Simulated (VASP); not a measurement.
Runs of VASP 6.6.1 on Ni. The structure is that of space group P6_3/mmc (No. 194), or close to it. The cells are those of the table. 

```tsv
task	spin	cell	k mesh	cutoff (eV)	smearing	gap on the mesh (eV)	pressure (GPa)	moment (μB)
single point	collinear, ferromagnetic start	a = 2.409, b = 2.409, c = 3.944 Å, angles 90.0, 90.0, 120.0°, 2 atoms	16 × 16 × 9	520	fermi-dirac 0.05 eV	none	30.3	(a)
single point	off	a = 2.507, b = 2.507, c = 4.120 Å, angles 90.0, 90.0, 120.0°, 2 atoms	24 × 24 × 13	520	fermi-dirac 0.1 eV	none	0.3	-
relaxation of cell and atoms	collinear, ferromagnetic start	relaxed from a = 2.492, b = 2.492, c = 4.069 Å, angles 90.0, 90.0, 120.0°, 2 atoms	14 × 14 × 8	600	fermi-dirac 0.05 eV	none	0.1	1.34
single point	collinear, ferromagnetic start	a = 2.547, b = 2.547, c = 4.170 Å, angles 90.0, 90.0, 120.0°, 2 atoms	16 × 16 × 9	520	fermi-dirac 0.05 eV	none	-6.2	1.34
single point	collinear, antiferromagnetic start	a = 2.514, b = 2.514, c = 4.116 Å, angles 90.0, 90.0, 120.0°, 2 atoms	14 × 14 × 8	520	fermi-dirac 0.05 eV	none	-0.7	(b)
```

Alike in all rows: level RPBE; potentials or basis VASP PAW PBE potentials, release 64 (Ni).

Problem. Estimate the missing entries.

Solution. (a) 1.17; (b) 0.00.

Caveats: the PAW data sets were made with another functional, which shifts forces and pressure a little.

A gap of «none» marks levels without a gap at the run's occupations.
